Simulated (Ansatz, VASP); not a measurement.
**Two plane-wave programs on TaN**

```
Ta N
1.0
     2.93800    0.00000    0.00000
    -1.46900    2.54438    0.00000
     0.00000    0.00000    2.88300
Ta N
1 1
Direct
  0.33333 0.66667 0.50000
  0.00000 0.00000 0.03902
```

Change from the starting cell: all N atoms moved +0.113 Å, as atom 2 along Cartesian [0 0 1].

Alike in both runs: task single point; functional r2SCAN; k mesh 18 × 18 × 16; occupations gaussian, width 0.15 eV; no spin polarisation.

|  | VASP | Ansatz |
| --- | --- | --- |
| version | VASP 6.6.1 | Ansatz 0.2.0 |
| potentials or method | VASP PAW PBE potentials, release 64 (Ta_pv, N), cutoff 520 eV | scalar-relativistic, plane waves, PAW |
| valence electrons in the cell | 16 | 18 |

VASP gave:

| Item | Value |
| --- | --- |
| gap on the k mesh at the Fermi level (eV) | none |
| pressure (GPa) | 4.1 |
| traceless stress, the component that is largest in VASP (GPa) | 1.32 |
| rms of the force components (eV/Å) | 0.963 |

Q: Estimate Ansatz's values.

A: gap on the k mesh at the Fermi level (eV): none; pressure (GPa): 2.5; traceless stress, the component that is largest in VASP (GPa): 1.15; rms of the force components (eV/Å): 0.964.

VASP's potentials were made for PBE, not for r2SCAN. Atom by atom the forces differ by 0.001 eV/Å (rms over components). A gap of «none» marks a metal or a gap that the smearing closes. The functional is the same, so the differences come from potentials, cutoffs and numerics. VASP's potentials hold 16 valence electrons a cell and Ansatz's 18, so a difference there can come from the potentials and not from the codes.

Spin-orbit coupling is off throughout.
